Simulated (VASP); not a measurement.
## Sn: single point with r2SCAN

Sn:

```
CELL_PARAMETERS angstrom
-1.98633 1.89575 1.89575
1.89575 -1.98633 1.89575
1.89575 1.89575 -1.98633
ATOMIC_POSITIONS crystal
Sn 0.00000 0.00000 0.00000
```

This cell differs from its parent crystal: ratio of the length along [111] to the lengths across it x 0.93, volume and fractional coordinates fixed.

| Item | Value |
| --- | --- |
| Program | VASP 6.6.1 |
| Task | single point |
| Functional | r2SCAN |
| Potentials or basis | VASP PAW PBE potentials, release 64 (Sn_d) |
| Cutoff | 520 eV |
| k mesh | 20 × 20 × 20 |
| Occupations | gaussian, width 0.15 eV |
| Spin | no spin polarisation |
| Dipole correction | no |
| Further INCAR settings | ALGO = Normal; EDIFF = 1e-07; NBANDS = 13 |

```json
{
  "Pressure": "-0.2 GPa",
  "Band gap on the k mesh": "zero (bands 7 and 8 overlap by 10.54 eV)"
}
```

Stress tensor (GPa, compression positive):
```
-0.17  0.97  0.97
 0.97 -0.17  0.97
 0.97  0.97 -0.17
```

Levels at points of the mesh, in eV from the Fermi level:
```tsv
k point	band 5	band 6	band 7	band 8	band 9	band 10
(0.00, 0.00, 0.00)	-22.11	-11.66	7.74	7.74	9.47	12.30
(0.50, 0.00, 0.00)	-22.01	-6.21	-4.59	3.39	5.71	8.22
(0.50, 0.50, 0.00)	-22.05	-7.08	-4.79	3.69	6.53	7.85
(0.50, 0.50, 0.50)	-22.00	-2.29	-1.09	-0.32	-0.32	4.21
```

It took 38 min on 1 thread of Oxide Virtual Turin-like Processor (shared host), peak memory 0.34 GiB.

Caveat: the PAW data sets were made with another functional, which shifts forces and pressure a little; spin-orbit coupling is left out, which moves the levels of the heavy elements.
